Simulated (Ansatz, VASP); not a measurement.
# BN in VASP and in Ansatz

File INCAR:

```
SYSTEM = BN
PREC     = Accurate       ! precision mode
ENCUT    = 520            ! plane-wave cutoff, eV
EDIFF    = 1E-7           ! SCF threshold, eV
ISMEAR   = 0              ! smearing method
SIGMA    = 0.05           ! smearing width, eV
LREAL    = .False.        ! projectors in reciprocal space
LASPH    = .True.         ! aspherical terms in the spheres
NELM     = 100            ! most SCF steps
ALGO     = Normal         ! electronic algorithm
ISIF     = 2              ! what is computed and relaxed
LWAVE    = .False.        ! write WAVECAR
LCHARG   = .False.        ! write CHGCAR
GGA      = PE             ! functional
IVDW     = 12             ! dispersion correction
NBANDS   = 26             ! bands
```

KPOINTS

```
Automatic mesh
0
Gamma
  10 10 2
  0 0 0
```

Contents of POSCAR:

```
BN
1.0
   -2.5064381127      0.0000000000      0.0000000000
   -1.2532190563     -2.1706390786      0.0000000000
    0.0000000000      0.0000000000     15.2336949040
B N
4 4
Direct
    0.3333333333      0.3333333333      0.7601230768
    0.3333333333      0.3333333333      0.3257670329
    0.6666666667      0.6666666667      0.1085890110
    0.6666666667      0.6666666667      0.5429450548
    0.3333333333      0.3333333333      0.1085890110
    0.3333333333      0.3333333333      0.5429450548
    0.6666666667      0.6666666667      0.7601230768
    0.6666666667      0.6666666667      0.3257670329
```

Input for Ansatz:

```yaml
crystal:
  lattice:
    - [-2.5064381127, 0.0, 0.0]
    - [-1.2532190563, -2.1706390786, 0.0]
    - [0.0, 0.0, 15.233694904]
  atoms:
    - { symbol: B, position: [0.3333333333, 0.3333333333, 0.7601230768] }
    - { symbol: B, position: [0.3333333333, 0.3333333333, 0.3257670329] }
    - { symbol: B, position: [0.6666666667, 0.6666666667, 0.108589011] }
    - { symbol: B, position: [0.6666666667, 0.6666666667, 0.5429450548] }
    - { symbol: "N", position: [0.3333333333, 0.3333333333, 0.108589011] }
    - { symbol: "N", position: [0.3333333333, 0.3333333333, 0.5429450548] }
    - { symbol: "N", position: [0.6666666667, 0.6666666667, 0.7601230768] }
    - { symbol: "N", position: [0.6666666667, 0.6666666667, 0.3257670329] }
basis:
  ecutwfc: 420
kpoints:
  mp_grid: { grid: [10, 10, 2] }
hamiltonian:
  xc: pbe
  dispersion: d3bj
scf:
  occupations: { method: gaussian, width: 0.05 }
output:
  forces: true
  stress: true
  eigenvalues: true
  write_density: true
  write_potential: true
  elf: true
  volumetric_format: npy
```

Alike in both runs: task single point; functional PBE; dispersion D3(BJ); k mesh 10 × 10 × 2; occupations gaussian, width 0.05 eV; no spin polarisation.

|  | VASP | Ansatz |
| --- | --- | --- |
| version | VASP 6.6.1 | Ansatz 0.2.0 |
| potentials or method | VASP PAW PBE potentials, release 64 (B, N), cutoff 520 eV | scalar-relativistic, plane waves, PAW |
| valence electrons in the cell | 32 | 32 |

Ansatz gave:

| Item | Value |
| --- | --- |
| gap on the k mesh at the Fermi level (eV) | 4.32 |
| least direct gap on the mesh (eV) | 4.72 |
| pressure (GPa) | 0.1 |
| traceless stress, the component that is largest in VASP (GPa) | -0.24 |
| rms of the force components (eV/Å) | 0.011 |

Q: Which values does VASP return?

A: gap on the k mesh at the Fermi level (eV): 4.31; least direct gap on the mesh (eV): 4.71; pressure (GPa): 0.1; traceless stress, the component that is largest in VASP (GPa): -0.42; rms of the force components (eV/Å): 0.011.

Atom by atom the forces differ by 0.000 eV/Å (rms over components).
